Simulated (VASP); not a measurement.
Write the native input for VASP 6.6.1 that does the following.

```
Task                   : single point
Functional             : PBE
Potentials or basis    : VASP PAW PBE potentials, release 64 (Ta_pv, N)
Cutoff                 : 600 eV
k mesh                 : 20 × 20 × 20
Occupations            : gaussian, width 0.15 eV
Spin                   : no spin polarisation
Dipole correction      : no
Further INCAR settings : ALGO = Normal; EDIFF = 1e-06; NBANDS = 15
```

The structure of TaN lies in POSCAR:

```
TaN
1.0
    0.0000000000      1.9035318327      2.8552977490
    1.9035318327      0.0000000000      2.8552977490
    1.9035318327      1.9035318327      0.0000000000
Ta N
1 1
Direct
    0.5000000000      0.5000000000      0.5000000000
    0.0000000000      0.0000000000      0.0000000000
```

This cell differs from its parent crystal: ratio of the length along z to the lengths across it x 1.5, volume and fractional coordinates fixed.

The input as run:

INCAR

```
SYSTEM = TaN
PREC = Accurate
ENCUT = 600
EDIFF = 1E-6
ISMEAR = 0
SIGMA = 0.15
LREAL = .False.
LASPH = .True.
NELM = 120
ALGO = Normal
ISIF = 2
LWAVE = .False.
LCHARG = .False.
GGA = PE
NBANDS = 15
GGA_COMPAT = .False.
```

KPOINTS

```
regular mesh
0
Gamma
  20 20 20
  0 0 0
```

Potentials or basis: VASP PAW PBE potentials, release 64 (Ta_pv, N).

Command:

```sh
$ cat potpaw_PBE.64/Ta_pv/POTCAR potpaw_PBE.64/N/POTCAR > POTCAR
$ mpirun -np 1 vasp_std > vasp.out
```

It gave:

```
Pressure               : 127.1 GPa
Band gap on the k mesh : zero (bands 8 and 9 overlap by 4.65 eV)
```

Caveat: the stress differs along the axes, from 4 to 188 GPa; spin-orbit coupling is left out, which moves the levels of the heavy elements.

Run time: 84 s on 1 thread of Intel(R) Xeon(R) 6975P-C (Granite Rapids) (shared host), peak memory 0.37 GiB.
